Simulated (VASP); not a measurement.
Wanted: the native input for a VASP 6.6.1 run.

```yaml
Task: single point
Functional: r2SCAN
Potentials_or_basis: VASP PAW PBE potentials, release 64 (Fe, Ge_d)
Cutoff: 520 eV
k_mesh: 3 × 3 × 3
Occupations: gaussian, width 0.05 eV
Spin: collinear spin, ferromagnetic start
Starting_moments: "[4.0, 0.0] μB"
Dipole_correction: no
Further_INCAR_settings: ALGO = Normal; EDIFF = 1e-06; NBANDS = 22
```

FeGe:

```
Fe Ge
1.0
     3.01617    0.00000    0.00000
     0.00000    3.01617    0.00000
     0.00000    0.00000    3.01617
Fe Ge
1 1
Direct
  0.00000 0.00000 0.00000
  0.46334 0.45075 0.45353
```

The input as run:

POSCAR

```
FeGe
1.0
    3.0161744220      0.0000000000      0.0000000000
    0.0000000000      3.0161744220      0.0000000000
    0.0000000000      0.0000000000      3.0161744220
Fe Ge
1 1
Direct
    0.0000000000      0.0000000000      0.0000000000
    0.4633440200      0.4507515000      0.4535288900
```

INCAR.step1

```
ALGO = Normal ; EDIFF = 1E-4
ENCUT = 520 ; GGA = PE
ISMEAR = 0 ; ISPIN = 2
LASPH = True ; LCHARG = False
LMAXMIX = 4 ; LREAL = False
LWAVE = True ; MAGMOM = 4 0
NBANDS = 22 ; NELM = 150
PREC = Accurate ; SIGMA = 0.05
```

INCAR.step2

```
ALGO = Normal ; EDIFF = 1E-6
ENCUT = 520 ; ISIF = 2
ISMEAR = 0 ; ISPIN = 2
ISTART = 1 ; LASPH = True
LCHARG = False ; LMAXMIX = 4
LMIXTAU = True ; LORBIT = 11
LREAL = False ; LWAVE = False
MAGMOM = 4 0 ; METAGGA = R2SCAN
NBANDS = 22 ; NELM = 150
PREC = Accurate ; SIGMA = 0.05
```

KPOINTS

```
k-points
0
Gamma
  3 3 3
```

Potentials or basis: VASP PAW PBE potentials, release 64 (Fe, Ge_d).

Command:

```sh
$ cat potpaw_PBE.64/Fe/POTCAR potpaw_PBE.64/Ge_d/POTCAR > POTCAR
$ cp INCAR.step1 INCAR
$ mpirun -np 1 vasp_std > vasp.out
$ cp INCAR.step2 INCAR
$ mpirun -np 1 vasp_std > vasp.out
```

It gave:

```yaml
Pressure: -4.8 GPa
Largest_force: 0.944 eV/Å
Net_moment: 1.93 μB per cell
Site_moments: Fe +1.97; Ge -0.01 μB
Valence_electrons_inside_the_program's_atomic_spheres: Fe 7.13; Ge 12.42
```

Caveat: the k points lie up to 0.69 Å⁻¹ apart; the PAW data sets were made with another functional, which shifts forces and pressure a little.

Run time: 32 s on 1 thread of Intel(R) Xeon(R) 6975P-C (Granite Rapids), with other jobs on the host, peak memory 0.16 GiB.
